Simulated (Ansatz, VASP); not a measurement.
## CdS: VASP beside Ansatz

```
Cd S
1.0
     2.93882    0.00000    0.00000
     0.00000    2.93882    0.00000
     0.00000    0.00000    2.93882
Cd S
1 1
Cartesian
  0.0000 0.0000 0.0000
  1.4694 1.4694 1.4694
```

Change from the starting cell: volume scaled by 0.64, norm-conserving files.

Alike in both runs: task single point; functional PBE; k mesh 14 × 14 × 14; occupations fermi-dirac, width 0.05 eV; no spin polarisation.

|  | VASP | Ansatz |
| --- | --- | --- |
| version | VASP 6.6.1 | Ansatz 0.2.0 |
| potentials or method | VASP PAW PBE potentials, release 64 (Cd, S) | norm-conserving pseudopotentials, scalar-relativistic |
| plane-wave cutoff (eV) | 500 | 1071 |
| valence electrons in the cell | 18 | 26 |

```tsv
	VASP	Ansatz	Ansatz less VASP
pressure (GPa)	90.8	87.9	-2.95
```

Both programs put the cell under a high pressure, so it lies far from rest at this level. The functional is the same, so the differences come from potentials, cutoffs and numerics. VASP's potentials hold 18 valence electrons a cell and Ansatz's 26, so a difference there can come from the potentials and not from the codes.

Noted on VASP's run: the cell as given lies far from equilibrium.
